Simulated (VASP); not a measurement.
Wanted: the native input for a VASP 6.6.1 run.

| Property | Result |
| --- | --- |
| Task | single point |
| Functional | PBEsol |
| Potentials or basis | VASP PAW PBE potentials, release 64 (Ta_pv, As) |
| Cutoff | 520 eV |
| k mesh | 14 × 14 × 4 |
| Occupations | gaussian, width 0.15 eV |
| Spin | no spin polarisation |
| Dipole correction | no |
| Further INCAR settings | ALGO = Normal; EDIFF = 1e-06; NBANDS = 42 |

The structure of TaAs lies in POSCAR:

```
TaAs
1.0
   -3.4287004765      0.0000000000      0.0000000000
    0.0000000000     -3.4287004765      0.0000000000
    0.0000000000      0.0000000000     12.5822644254
Ta As
4 4
Direct
    0.5000000000      0.0000000000      0.4225322805
    0.0000000000      0.5000000000      0.8827938055
    0.5000000000      0.5000000000      0.1924015180
    1.0000000000      1.0000000000      0.6526630430
    0.0000000000      0.5000000000      0.4979902357
    0.5000000000      1.0000000000      0.0377287106
    0.5000000000      0.5000000000      0.7281209982
    1.0000000000      1.0000000000      0.2678594731
```

This cell differs from its parent crystal: the distance across one plane changed.

One way to write it, as run:

INCAR

```
SYSTEM = TaAs
PREC = Accurate
ENCUT = 520
EDIFF = 1E-6
ISMEAR = 0
SIGMA = 0.15
LREAL = .FALSE.
LASPH = .TRUE.
NELM = 100
ALGO = Normal
ISIF = 2
LWAVE = .FALSE.
LCHARG = .FALSE.
GGA = PS
NBANDS = 42
```

KPOINTS

```
regular mesh
0
G
  14 14 4
  0 0 0
```

Potentials or basis: VASP PAW PBE potentials, release 64 (Ta_pv, As).

Run with:

```bash
$ cat potpaw_PBE.64/Ta_pv/POTCAR potpaw_PBE.64/As/POTCAR > POTCAR
$ mpirun -np 1 vasp_std > vasp.out
```

Results of the run:

The pressure is -5.8 GPa, the largest force is 2.994 eV/Å and the band gap on the k mesh is zero (bands 32 and 33 overlap by 0.34 eV).

Caveat: the cell differs from its parent crystal (the distance across one plane changed); the cell stands under tension; the PAW data sets were made with another functional, which shifts forces and pressure a little; spin-orbit coupling is left out, which moves the levels of the heavy elements.

Wall time 15 min on 1 thread of AMD EPYC 9R45 96-Core Processor (Zen 5), on a shared host, peak memory 0.89 GiB.
